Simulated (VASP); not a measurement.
WS2, 6 atoms in the cell. The cell holds a slab with vacuum, 6 atoms: a = 3.315 Å, b = 3.315 Å, c = 22.922 Å, α = 90.00°, β = 90.00°, γ = 120.00°. 

```yaml
Program: VASP 6.6.1
Task: single point
Functional: PBEsol
Potentials_or_basis: VASP PAW PBE potentials, release 64 (W_sv, S)
Cutoff: 520 eV
k_mesh: 12 × 12 × 2
Occupations: gaussian, width 0.05 eV
Spin: no spin polarisation
Dipole_correction: no
Further_INCAR_settings: ALGO = Normal; EDIFF = 1e-06; NBANDS = 35
```

Potentials or basis: VASP PAW PBE potentials, release 64 (W_sv, S).

Command:

```bash
$ cat potpaw_PBE.64/W_sv/POTCAR potpaw_PBE.64/S/POTCAR > POTCAR
$ mpirun -np 1 vasp_std > vasp.out
```

Hardware: 1 thread of Intel(R) Xeon(R) 6975P-C (Granite Rapids), on a shared host.

Problem. How long does it take, and how much memory?

Solution. Run time: 5.1 min on 1 thread of Intel(R) Xeon(R) 6975P-C (Granite Rapids), with other jobs on the host, peak memory 0.49 GiB. Counts: scf iterations 22, k points 38.
